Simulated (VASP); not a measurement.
Input of a VASP 6.6.1 run:

The input INCAR:

```
ALGO     = Normal         # electronic algorithm
EDIFF    = 1E-7           # SCF threshold, eV
ENCUT    = 520            # plane-wave cutoff, eV
GGA      = PE             # functional
ISIF     = 2              # what is computed and relaxed
ISMEAR   = -1             # smearing method
LASPH    = T              # aspherical terms in the spheres
LCHARG   = F              # write CHGCAR
LREAL    = F              # projectors in reciprocal space
LWAVE    = F              # write WAVECAR
NBANDS   = 12             # bands
NELM     = 80             # most SCF steps
PREC     = Accurate       # precision mode
SIGMA    = 0.05           # smearing width, eV
```

File KPOINTS:

```
k-points
0
Gamma
  10 10 10
```

POSCAR

```
P
1.0
    0.0000000000      2.6566464230      2.6566464230
    2.6566464230      0.0000000000      2.6566464230
    2.6566464230      2.6566464230      0.0000000000
P
2
Direct
   -0.0875000000     -0.1375000000     -0.1375000000
    0.0875000000      0.1375000000      0.1375000000
```

Potentials or basis: VASP PAW PBE potentials, release 64 (P).

Command:

```sh
$ cat potpaw_PBE.64/P/POTCAR > POTCAR
$ mpirun -np 1 vasp_std > vasp.out
```

(1) What does it give for the pressure?

(2) Predict the band gap on the k mesh.

(3) Predict the largest force.

Results:

(1) 5.4 GPa.

(2) zero (bands 5 and 6 overlap by 1.93 eV).

(3) 0.613 eV/Å.

Caveat: the cell differs from its parent crystal (shortest bond scaled by 1.1); the cell stands under pressure.
